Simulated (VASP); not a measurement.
Wanted: the native input for a VASP 6.6.1 run.

```
Task                   : single point
Functional             : r2SCAN
Dispersion             : D3(BJ)
Potentials or basis    : VASP PAW PBE potentials, release 64 (Ba_sv)
Cutoff                 : 550 eV
k mesh                 : 8 × 8 × 8
Occupations            : fermi-dirac, width 0.1 eV
Spin                   : no spin polarisation
Dipole correction      : no
Further INCAR settings : ALGO = Normal; EDIFF = 1e-06; NBANDS = 11
```

Ba:

```
Ba
1.0
    -2.50650    2.50650    2.50650
     2.50650   -2.50650    2.50650
     2.50650    2.50650   -2.50650
Ba
1
Direct
  0.00000 0.00000 0.00000
```

The input as run:

POSCAR

```
Ba
1.0
   -2.5065000000      2.5065000000      2.5065000000
    2.5065000000     -2.5065000000      2.5065000000
    2.5065000000      2.5065000000     -2.5065000000
Ba
1
Direct
    0.0000000000      0.0000000000      0.0000000000
```

INCAR.step1

```
SYSTEM = Ba
ALGO = Normal
EDIFF = 1E-5
ENCUT = 550
GGA = PE
GGA_COMPAT = .FALSE.
ISMEAR = -1
LASPH = .TRUE.
LCHARG = .FALSE.
LREAL = .FALSE.
LWAVE = .TRUE.
NBANDS = 11
NELM = 120
PREC = Accurate
SIGMA = 0.1
```

INCAR.step2

```
SYSTEM = Ba
ALGO = Normal
EDIFF = 1E-6
ENCUT = 550
GGA_COMPAT = .FALSE.
ISIF = 2
ISMEAR = -1
ISTART = 1
IVDW = 12
LASPH = .TRUE.
LCHARG = .FALSE.
LMIXTAU = .TRUE.
LREAL = .FALSE.
LWAVE = .FALSE.
METAGGA = R2SCAN
NBANDS = 11
NELM = 120
PREC = Accurate
SIGMA = 0.1
VDW_A1 = 0.49484001
VDW_A2 = 5.73083694
VDW_S6 = 1.0
VDW_S8 = 0.78981345
```

KPOINTS

```
k-points
0
G
  8 8 8
  0 0 0
```

Potentials or basis: VASP PAW PBE potentials, release 64 (Ba_sv).

Command:

```bash
$ cat potpaw_PBE.64/Ba_sv/POTCAR > POTCAR
$ cp INCAR.step1 INCAR
$ mpirun -np 1 vasp_std > vasp.out
$ cp INCAR.step2 INCAR
$ mpirun -np 1 vasp_std > vasp.out
```

It gave:

| Property | Result |
| --- | --- |
| Pressure | 0.1 GPa |
| Band gap on the k mesh | zero (bands 5 and 6 overlap by 1.20 eV) |
| Dispersion energy per atom | -0.095 eV |

Caveat: the PAW data sets were made with another functional, which shifts forces and pressure a little; spin-orbit coupling is left out, which moves the levels of the heavy elements.

Wall time 59 s on 1 thread of Intel(R) Xeon(R) Platinum 8375C CPU @ 2.90GHz (Ice Lake), with other jobs on the host, peak memory 0.22 GiB.
